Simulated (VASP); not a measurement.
# LiF (Fm-3m) in VASP: a series of runs

The runs below take LiF through single point, with PBE, r2SCAN.

Program: VASP 6.6.1. These are calculated values, not measurements. Logs are shortened: lines on timing, memory, paths and dates and some standing lists are left out, and cuts for length are marked.

## (1) The cell of the first run

The structure is cubic, space group Fm-3m (No. 225). Conventional cell: a = 4.147 Å, b = 4.147 Å, c = 4.147 Å, α = 90.00°, β = 90.00°, γ = 90.00°. Within 2.7 Å of Li (site symmetry m-3m) lie 6 F at 2.07 Å. Within 2.7 Å of F (site symmetry m-3m) lie 6 Li at 2.07 Å.

## (2) Single point, PBE (volume scaled by 1.06)

INCAR reads:

```
PREC = Accurate ; ENCUT = 520
EDIFF = 1E-6 ; ISMEAR = 0
SIGMA = 0.02 ; LREAL = False
LASPH = True ; NELM = 80
ALGO = Normal ; ISIF = 2
LWAVE = False ; LCHARG = False
GGA = PE ; NBANDS = 12
```

KPOINTS reads:

```
regular mesh
0
Gamma
  10 10 10
```

POSCAR reads:

```
LiF
1.0
    0.0000000000      2.0737303775      2.0737303775
    2.0737303775      0.0000000000      2.0737303775
    2.0737303775      2.0737303775      0.0000000000
Li F
1 1
Direct
    0.5000000000      0.5000000000      0.5000000000
    0.0000000000      0.0000000000      0.0000000000
```

Potentials or basis: VASP PAW PBE potentials, release 64 (Li_sv, F).

Command:

```sh
cat potpaw_PBE.64/Li_sv/POTCAR potpaw_PBE.64/F/POTCAR > POTCAR
mpirun -np 1 vasp_std > vasp.out
```

OUTCAR:

```text
PREC = Accurate
   ENCUT = 520
   EDIFF = 1E-6
   ISMEAR = 0
   LREAL = False
   LASPH = True
   NELM = 80
   ISIF = 2
   GGA = PE

 ion  position               nearest neighbor table
   1  0.500  0.500  0.500-   2 2.07   2 2.07   2 2.07   2 2.07   2 2.07   2 2.07
   2  0.000  0.000  0.000-   1 2.07   1 2.07   1 2.07   1 2.07   1 2.07   1 2.07

  LATTYP: Found a face centered cubic cell.
 ALAT       =     4.1474607550

  Lattice vectors:

 A1 = (   0.0000000000,   2.0737303775,   2.0737303775)
 A2 = (   2.0737303775,   0.0000000000,   2.0737303775)
 A3 = (   2.0737303775,   2.0737303775,   0.0000000000)

Analysis of symmetry for initial positions (statically):
=====================================================================
 Subroutine PRICEL returns:
 Original cell was already a primitive cell.

 Routine SETGRP: Setting up the symmetry group for a
 face centered cubic supercell.

 Subroutine GETGRP returns: Found 48 space group operations
 (whereof 48 operations were pure point group operations)
 out of a pool of 48 trial point group operations.

The static configuration has the point symmetry O_h .

Analysis of symmetry for dynamics (positions and initial velocities):
=====================================================================
 Subroutine PRICEL returns:
 Original cell was already a primitive cell.

 Routine SETGRP: Setting up the symmetry group for a
 face centered cubic supercell.

 Subroutine GETGRP returns: Found 48 space group operations
 (whereof 48 operations were pure point group operations)
 out of a pool of 48 trial point group operations.

The dynamic configuration has the point symmetry O_h .

 Subroutine INISYM returns: Found 48 space group operations
 (whereof 48 operations are pure point group operations),
 and found     1 'primitive' translations

----------------------------------------------------------------------------------------

                                     Primitive cell

  volume of cell :      17.8356

  direct lattice vectors                    reciprocal lattice vectors
     0.000000000  2.073730377  2.073730377    -0.241111383  0.241111383  0.241111383
     2.073730377  0.000000000  2.073730377     0.241111383 -0.241111383  0.241111383
     2.073730377  2.073730377  0.000000000     0.241111383  0.241111383 -0.241111383

  length of vectors
     2.932697625  2.932697625  2.932697625     0.417617166  0.417617166  0.417617166

  position of ions in fractional coordinates (direct lattice)
     0.500000000  0.500000000  0.500000000
     0.000000000  0.000000000  0.000000000

  ion indices of the primitive-cell ions
   primitive index   ion index
                 1           1
[... 80 lines left out ...]
   ISYM   =      2    0-nonsym 1-usesym 2-fastsym
   POTIM  = 0.5000    time-step for ionic-motion
   TEBEG  =    0.0;   TEEND  =   0.0 temperature during run
   PSTRESS=    0.0 pullay stress
   NELECT =      10.0000    total number of electrons
   NUPDOWN=      -1.0000    fix difference up-down
   EMIN   =  10.00;   EMAX   =-10.00  energy-range for DOS
   EFERMI =   0.00;   METHOD = LEGACY
   ISMEAR =     0;   SIGMA  =   0.02  broadening in eV -4-tet -1-fermi 0-gaus
   EFERMI_NEDOS =   21; number of points for ismear=-14 and -15
   IALGO  =     38    algorithm
   IMIX   =      4    mixing-type and parameters
     AMIX     =   0.40;   BMIX     =  1.00
     AMIX_MAG =   1.60;   BMIX_MAG =  1.00
  volume/ion in A,a.u.               =       8.92        60.18
  Fermi-wavevector in a.u.,A,eV,Ry     =   1.349934  2.551005 24.794194  1.822322
  Thomas-Fermi vector in A             =   2.477480
   LORBIT       =      0    0 simple, 1 ext, 2 COOP (PROOUT), +10 PAW based schemes
   GGA     = PE    functional components
   LHFCALC =     F    Hartree Fock is set to
   AEXX    =    0.0000 exact exchange contribution
   IVDW    =     0    specifies the selected vdW correction
   LEPSILON=     F    determine dielectric tensor
   LRPA    =     F    only Hartree local field effects (RPA)
 non-spin polarized calculation
 Gauss-broadening in eV      SIGMA  =   0.02
  energy-cutoff  :      520.00
  volume of cell :       17.84
 maximum number of plane-waves:       531
 NGX is ok and might be reduce to    24
   NGX = 11   NGY = 11   NGZ = 11

 number of electron      10.0000012 magnetization

 Free energy of the ion-electron system (eV)
  ---------------------------------------------------
  ext. energy  EPLUGINS =         0.00000000
  ---------------------------------------------------
  free energy    TOTEN  =        -9.62970714 eV

  energy without entropy =       -9.62970714  energy(sigma->0) =       -9.62970714

 E-fermi :  -1.3722     XC(G=0):  -9.5628

 val. band max:       -1.5179062840   @ k =   0.0000   0.0000   0.0000
 cond. band min:       6.8315895701   @ k =   0.0000   0.0000   0.0000
 fundamental gap:      8.3494958542
 Fermi energy:        -1.3722170874

 k-point     1 :       0.0000    0.0000    0.0000
  band No.  band energies     occupation
      1     -42.6562      2.00000
      2     -21.2654      2.00000
      3      -1.5179      2.00000
      4      -1.5179      2.00000
      5      -1.5179      2.00000
      6       6.8316      0.00000
      7      21.3076      0.00000
      8      21.3077      0.00000
      9      21.3077      0.00000
     10      21.9464      0.00000
     11      21.9464      0.00000
     12      21.9464      0.00000
[... 331 lines left out ...]
 k-point    24 :       0.4000    0.3000    0.0000
  band No.  band energies     occupation
      1     -42.6147      2.00000
      2     -20.8240      2.00000
      3      -3.5785      2.00000
      4      -2.2831      2.00000
      5      -2.1846      2.00000
      6      10.7686      0.00000
      7      14.7208      0.00000
      8      16.1049      0.00000
      9      17.6914      0.00000
     10      18.7554      0.00000
     11      30.4462      0.00000
     12      31.8624      0.00000

 [... further k-points ...]
[... 5 lines left out ...]
  --------------------------------------------------------------------------------------
  -------------------------------------------------------------------------------------
  Total       -0.4357591     -0.4357591     -0.4357591      0.0000000      0.0000000      0.0000000
  in kB      -39.1444489    -39.1444489    -39.1444489      0.0000000      0.0000000      0.0000000
  external PRESSURE =     -39.1444489 kB  Pullay stress =       0.0000000 kB

 VOLUME and BASIS-vectors are now :
 -----------------------------------------------------------------------------
  energy-cutoff  :      520.00
  volume of cell :       17.84
      direct lattice vectors                 reciprocal lattice vectors
     0.000000000  2.073730377  2.073730377    -0.241111383  0.241111383  0.241111383
     2.073730377  0.000000000  2.073730377     0.241111383 -0.241111383  0.241111383
     2.073730377  2.073730377  0.000000000     0.241111383  0.241111383 -0.241111383

 POSITION                                       TOTAL-FORCE (eV/Angst)
 -----------------------------------------------------------------------------------
      2.07373      2.07373      2.07373         0.000000     -0.000000      0.000000
      0.00000      0.00000      0.00000        -0.000000      0.000000      0.000000
 -----------------------------------------------------------------------------------
    total drift:                                0.000000     -0.000000     -0.000000

  FREE ENERGIE OF THE ION-ELECTRON SYSTEM (eV)
  ---------------------------------------------------
  free  energy   TOTEN  =        -9.6297071427 eV

  energy  without entropy=       -9.6297071427  energy(sigma->0) =       -9.62970714
```

stdout:

```text
POSCAR found type information on POSCAR LiF
 POSCAR found :  2 types and       2 ions
 scaLAPACK will be used
 LDA part: xc-table for (Slater+PW92), standard interpolation
 POSCAR, INCAR and KPOINTS ok, starting setup
 FFT: planning ... GRIDC
 FFT: planning ... GRID_SOFT
 FFT: planning ... GRID
 WAVECAR not read
 entering main loop
```

Run time: 6.2 s. Hardware: 1 thread of AMD EPYC 9R45 (Zen 5), shared host; peak memory 0.1 GiB.

Results:

| Quantity | Value |
| --- | --- |
| Free energy | -9.6297 eV |
| Band gap on the k mesh | 8.35 eV, direct |

Caveat: the cell differs from its parent crystal (volume scaled by 1.06); the cutoff is under 1.25 times the usual one of these potentials, so pressure, stress and relaxed cells hold a basis-set (Pulay) error.

## (3) Single point, PBE (volume scaled by 1.10)

INCAR reads:

```
PREC     = Accurate       # precision mode
ENCUT    = 520            # plane-wave cutoff, eV
EDIFF    = 1E-6           # SCF threshold, eV
ISMEAR   = 0              # smearing method
SIGMA    = 0.02           # smearing width, eV
LREAL    = F              # projectors in reciprocal space
LASPH    = T              # aspherical terms in the spheres
NELM     = 100            # most SCF steps
ALGO     = Normal         # electronic algorithm
ISIF     = 2              # what is computed and relaxed
LWAVE    = F              # write WAVECAR
LCHARG   = F              # write CHGCAR
GGA      = PE             # functional
NBANDS   = 12             # bands
```

KPOINTS reads:

```
Automatic mesh
0
Gamma
  10 10 10
```

POSCAR reads:

```
LiF
1.0
    0.0000000000      2.0994936376      2.0994936376
    2.0994936376      0.0000000000      2.0994936376
    2.0994936376      2.0994936376      0.0000000000
Li F
1 1
Direct
    0.5000000000      0.5000000000      0.5000000000
    0.0000000000      0.0000000000      0.0000000000
```

Potentials or basis: VASP PAW PBE potentials, release 64 (Li_sv, F).

Command:

```sh
cat potpaw_PBE.64/Li_sv/POTCAR potpaw_PBE.64/F/POTCAR > POTCAR
mpirun -np 1 vasp_std > vasp.out
```

Run time: 6.4 s. Hardware: 1 thread of AMD EPYC 9R45 (Zen 5), shared host; peak memory 0.1 GiB.

Results (log left out):

- Free energy: -9.6113 eV
- Band gap on the k mesh: 8.06 eV, direct

Levels at points of the mesh, in eV from the valence-band top:
```tsv
k point	band 3	band 4	band 5	band 6	band 7	band 8
(0.00, 0.00, 0.00)	0.00	0.00	0.00	8.06	22.36	22.36
(0.50, 0.00, 0.00)	-2.16	-0.19	-0.19	10.14	15.32	17.90
(0.50, 0.50, 0.00)	-2.51	-0.83	-0.83	13.69	15.87	16.01
```

Caveat: the cell differs from its parent crystal (volume scaled by 1.10); the cutoff is under 1.25 times the usual one of these potentials, so pressure, stress and relaxed cells hold a basis-set (Pulay) error. A k mesh can miss the band edges.

## (4) Single point, r2SCAN

This run uses another cell than the first one, of 8.41 Å³/atom, 0.943 times its volume.

POSCAR reads:

```
LiF
1.0
    0.0000000000      2.0338410148      2.0338410148
    2.0338410148      0.0000000000      2.0338410148
    2.0338410148      2.0338410148      0.0000000000
Li F
1 1
Direct
    0.5000000000      0.5000000000      0.5000000000
    0.0000000000      0.0000000000      0.0000000000
```

INCAR.step1 reads:

```
SYSTEM = LiF
PREC     = Accurate       ! precision mode
ENCUT    = 520            ! plane-wave cutoff, eV
ISMEAR   = 0              ! smearing method
SIGMA    = 0.02           ! smearing width, eV
LREAL    = .FALSE.        ! projectors in reciprocal space
LASPH    = .TRUE.         ! aspherical terms in the spheres
NELM     = 80             ! most SCF steps
NBANDS   = 12             ! bands
GGA      = PE             ! functional
ALGO     = Normal         ! electronic algorithm
EDIFF    = 1E-4           ! SCF threshold, eV
LWAVE    = .TRUE.         ! write WAVECAR
LCHARG   = .FALSE.        ! write CHGCAR
```

INCAR.step2 reads:

```
SYSTEM = LiF
PREC     = Accurate       ! precision mode
ENCUT    = 520            ! plane-wave cutoff, eV
EDIFF    = 1E-7           ! SCF threshold, eV
ISMEAR   = 0              ! smearing method
SIGMA    = 0.02           ! smearing width, eV
LREAL    = .FALSE.        ! projectors in reciprocal space
LASPH    = .TRUE.         ! aspherical terms in the spheres
NELM     = 80             ! most SCF steps
ALGO     = Normal         ! electronic algorithm
ISIF     = 2              ! what is computed and relaxed
LWAVE    = .FALSE.        ! write WAVECAR
LCHARG   = .TRUE.         ! write CHGCAR
METAGGA  = R2SCAN         ! meta-GGA
LMIXTAU  = .TRUE.       
LELF     = .TRUE.         ! ELF
LVHAR    = .TRUE.       
NBANDS   = 12             ! bands
ISTART   = 1
```

KPOINTS reads:

```
Automatic mesh
0
G
  10 10 10
  0 0 0
```

Command:

```sh
cat potpaw_PBE.64/Li_sv/POTCAR potpaw_PBE.64/F/POTCAR > POTCAR
cp INCAR.step1 INCAR
mpirun -np 1 vasp_std > vasp.out
cp INCAR.step2 INCAR
mpirun -np 1 vasp_std > vasp.out
```

Wall time 34 s (1 thread of AMD EPYC 9R45 (Zen 5), shared host); peak memory 0.11 GiB.

Results (log left out):

```yaml
Free_energy: -11.8890 eV
Band_gap_on_the_k_mesh: 9.98 eV, direct
```

Levels at points of the mesh, in eV from the valence-band top:
```tsv
k point	band 1	band 2	band 3	band 4	band 5	band 6	band 7	band 8	band 9	band 10
(0.00, 0.00, 0.00)	-42.13	-21.02	0.00	0.00	0.00	9.98	25.18	25.18	25.18	25.65
(0.50, 0.00, 0.00)	-42.08	-20.63	-2.40	-0.23	-0.23	11.66	17.76	20.18	20.18	31.68
(0.50, 0.50, 0.00)	-42.06	-20.39	-2.88	-0.96	-0.96	15.76	17.29	18.71	21.54	21.54
```

Caveat: the cutoff is under 1.25 times the usual one of these potentials, so pressure, stress and relaxed cells hold a basis-set (Pulay) error; the PAW data sets were made with another functional, which shifts forces and pressure a little. r2SCAN opens gaps a little over a GGA but as a rule still falls short of measured ones.

## (5) Overview

| level | cell | gap on the mesh (eV) |
| --- | --- | --- |
| PBE | a = 2.933 Å, angles 60.0°, 2 atoms | 8.35 |
| PBE | a = 2.969 Å, angles 60.0°, 2 atoms | 8.06 |
| r2SCAN | a = 2.876 Å, angles 60.0°, 2 atoms | 9.98 |

Alike in all rows: task single point; potentials or basis VASP PAW PBE potentials, release 64 (Li_sv, F); no spin polarisation; k mesh 10 × 10 × 10; cutoff (eV) 520; smearing gaussian 0.02 eV.

Caveats: the cutoff is under 1.25 times the usual one of these potentials, so pressure, stress and relaxed cells hold a basis-set (Pulay) error; the PAW data sets were made with another functional, which shifts forces and pressure a little (some runs).

Total energies depend on the potentials used, so only differences within one code and one set of settings carry meaning.
